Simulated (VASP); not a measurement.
A run of VASP 6.6.1 is set up as follows.

The input INCAR:

```
SYSTEM = TeAs2
ALGO = Normal ; EDIFF = 1E-6
ENCUT = 520 ; GGA = PS
ISIF = 2 ; ISMEAR = 1
LASPH = .TRUE. ; LCHARG = .FALSE.
LREAL = .FALSE. ; LWAVE = .FALSE.
NBANDS = 25 ; NELM = 80
PREC = Accurate ; SIGMA = 0.01
```

The input KPOINTS:

```
k-points
0
G
  8 8 8
  0 0 0
```

File POSCAR:

```
TeAs2
1.0
   -3.5564540000      3.5564540000      2.9405160000
    3.5564540000     -3.5564540000      2.9405160000
    3.5564540000      3.5564540000     -2.9405160000
Te As
2 4
Direct
    0.7500000000      0.2500000000      0.5000000000
    0.0000000000      0.0000000000      0.0000000000
    0.3750000000      0.6250000000      0.2500000000
    0.3750000000      0.1250000000      0.7500000000
    0.3750000000      0.6250000000      0.7500000000
    0.8750000000      0.6250000000      0.2500000000
```

Potentials or basis: VASP PAW PBE potentials, release 64 (Te, As).

Command:

```console
$ cat potpaw_PBE.64/Te/POTCAR potpaw_PBE.64/As/POTCAR > POTCAR
$ mpirun -np 1 vasp_std > vasp.out
```

Task: What does it give for the band gap on the k mesh?

Result: Zero (bands 16 and 17 overlap by 0.55 eV).

Task: Predict the pressure.

Result: -3.6 GPa.

Stress tensor (GPa, compression positive):
```
-3.26  0.00  0.00
 0.00 -3.26  0.00
 0.00  0.00 -4.39
```

Caveat: the cell stands under tension; the PAW data sets were made with another functional, which shifts forces and pressure a little; spin-orbit coupling is left out, which moves the levels of the heavy elements.
